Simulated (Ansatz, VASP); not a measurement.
GaSb3 in VASP and in Ansatz

```
CELL_PARAMETERS angstrom
0.00000 3.25006 4.59559
3.25006 0.00000 4.59559
3.25006 3.25006 0.00000
ATOMIC_POSITIONS crystal
Ga 0.00000 0.00000 0.00000
Sb 0.25000 0.25000 0.25000
Sb 0.75000 0.75000 0.75000
Sb 0.50000 0.50000 0.50000
```

Alike in both runs: task single point; functional PBE; dispersion D3(BJ); k mesh 12 × 12 × 12; occupations gaussian, width 0.15 eV; no spin polarisation.

|  | VASP | Ansatz |
| --- | --- | --- |
| version | VASP 6.6.1 | Ansatz 0.2.0 |
| potentials or method | VASP PAW PBE potentials, release 64 (Ga_d, Sb), cutoff 520 eV | scalar-relativistic, plane waves, PAW |
| valence electrons in the cell | 28 | 58 |

Ansatz gave:

- gap on the k mesh at the Fermi level (eV): none
- pressure (GPa): 1.5
- traceless stress, the component that is largest in VASP (GPa): -0.24

Task: What did VASP give for the same quantities?

Result: gap on the k mesh at the Fermi level (eV): none; pressure (GPa): 1.4; traceless stress, the component that is largest in VASP (GPa): -0.24.

A gap of «none» marks a metal or a gap that the smearing closes. VASP's potentials hold 28 valence electrons a cell and Ansatz's 58, so a difference there can come from the potentials and not from the codes.

Neither program's run includes spin-orbit coupling.
